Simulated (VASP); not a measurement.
Nb, 1 atom in the cell. The structure is cubic, space group Fm-3m (No. 225). The conventional cell has a = 4.230 Å, b = 4.230 Å, c = 4.230 Å, α = 90.00°, β = 90.00°, γ = 90.00°. Nb (site symmetry m-3m) has 12 Nb at 2.99 Å within 3.9 Å. 

| Quantity | Value |
| --- | --- |
| Program | VASP 6.6.1 |
| Task | density of states |
| Functional | PBEsol |
| Potentials or basis | VASP PAW PBE potentials, release 64 (Nb_sv) |
| Cutoff | 520 eV |
| k mesh | 13 × 13 × 13 |
| Occupations | fermi-dirac, width 0.08 eV |
| Spin | no spin polarisation |
| Dipole correction | no |
| k mesh for the DOS | 20 × 20 × 20 |
| Occupations for the DOS | tetrahedron |
| Further INCAR settings | ALGO = Normal; EDIFF = 1e-06 |

Potentials or basis: VASP PAW PBE potentials, release 64 (Nb_sv).

Command:

```console
$ cat potpaw_PBE.64/Nb_sv/POTCAR > POTCAR
$ cp INCAR.step1 INCAR
$ cp KPOINTS.step1 KPOINTS
$ mpirun -np 1 vasp_std > vasp.out
$ cp INCAR.step2 INCAR
$ cp KPOINTS.step2 KPOINTS
$ mpirun -np 1 vasp_std > vasp.out
```

Hardware: 1 thread of Intel(R) Xeon(R) Platinum 8259CL CPU @ 2.50GHz (Skylake/Cascade Lake) (shared host).

Q: How long does it take, and how much memory?

A: Wall time 29 s on 1 thread of Intel(R) Xeon(R) Platinum 8259CL CPU @ 2.50GHz (Skylake/Cascade Lake) (shared host), peak memory 0.17 GiB. Counts: k points 256.
